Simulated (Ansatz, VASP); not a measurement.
## Ca2Se in VASP and in Ansatz

```xyz
6
Lattice="0.0000 4.5664 4.5664 4.5664 0.0000 4.5664 4.5664 4.5664 0.0000" Properties=species:S:1:pos:R:3 pbc="T T T"
Ca    5.7080    5.7080    5.7080
Ca    5.7080    3.4248    3.4248
Ca    3.4248    3.4248    5.7080
Ca    3.4248    5.7080    3.4248
Se    0.0000    0.0000    0.0000
Se    2.2832    2.2832    2.2832
```

Change from the starting cell: species swapped into the TmPt2 type (Fd-3m, No. 227).

Alike in both runs: task relaxation of cell and atoms; functional PBE; k mesh 8 × 8 × 8; occupations gaussian, width 0.1 eV; no spin polarisation.

```csv
,VASP,Ansatz
version,VASP 6.6.1,Ansatz 0.2.0
potentials or method,"VASP PAW PBE potentials, release 64 (Ca_sv, Se), cutoff 600 eV","scalar-relativistic, plane waves, PAW"
valence electrons in the cell,52,72
```

|  | VASP | Ansatz | Ansatz less VASP |
| --- | --- | --- | --- |
| gap on the k mesh at the Fermi level, each at its own relaxed structure (eV) | none | none | - |
| relaxed volume (Å³/atom) | 32.56 | 32.49 | -0.068 |
| relaxed cell length with the largest relative difference (Å) | 6.513 | 6.508 | -0.0045 |

A gap of «none» marks a metal or a gap that the smearing closes. VASP's potentials hold 52 valence electrons a cell and Ansatz's 72, so a difference there can come from the potentials and not from the codes.
